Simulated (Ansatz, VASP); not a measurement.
One calculation of TePb, two programs

Contents of INCAR:

```
SYSTEM = TePb
  PREC = Accurate
  ENCUT = 520
  EDIFF = 1E-7
  ISMEAR = -1
  SIGMA = 0.05
  LREAL = .False.
  LASPH = .True.
  NELM = 60
  ALGO = Normal
  ISIF = 2
  LWAVE = .False.
  LCHARG = .False.
  GGA = RP
  IVDW = 12
  NBANDS = 17
```

File KPOINTS:

```
Automatic mesh
0
Gamma
  7 7 7
  0 0 0
```

The input POSCAR:

```
TePb
1.0
    0.0000000000      3.2735180337      3.2735180337
    3.2735180337      0.0000000000      3.2735180337
    3.2735180337      3.2735180337      0.0000000000
Pb Te
1 1
Direct
    0.0000000000      0.0000000000      0.0000000000
    0.5000000000      0.5000000000      0.5000000000
```

File input.yaml:

```yaml
crystal:
  lattice:
    - [0.0, 3.2735180337, 3.2735180337]
    - [3.2735180337, 0.0, 3.2735180337]
    - [3.2735180337, 3.2735180337, 0.0]
  atoms:
    - { symbol: Pb, position: [0.0, 0.0, 0.0] }
    - { symbol: Te, position: [0.5, 0.5, 0.5] }
hamiltonian:
  xc: rpbe
  pseudopotentials: { kind: paw }
  dispersion: d3bj
kpoints:
  mp_grid: { grid: [7, 7, 7] }
scf:
  occupations: { method: fermi_dirac, width: 0.05 }
output:
  forces: true
  stress: true
  eigenvalues: true
```

Alike in both runs: task single point; functional RPBE; dispersion D3(BJ); k mesh 7 × 7 × 7; occupations fermi-dirac, width 0.05 eV; no spin polarisation.

|  | VASP | Ansatz |
| --- | --- | --- |
| version | VASP 6.6.1 | Ansatz 0.2.0 |
| potentials or method | VASP PAW PBE potentials, release 64 (Pb_d, Te) | Ansatz PAW |
| plane-wave cutoff (eV) | 520 | 420 |
| valence electrons in the cell | 20 | 30 |

```csv
,VASP,Ansatz,Ansatz less VASP
pressure (GPa),-10.8,-10.7,+0.05
```

VASP's potentials were made for PBE, not for RPBE. VASP's potentials hold 20 valence electrons a cell and Ansatz's 30, so a difference there can come from the potentials and not from the codes.

Spin-orbit coupling is off throughout.
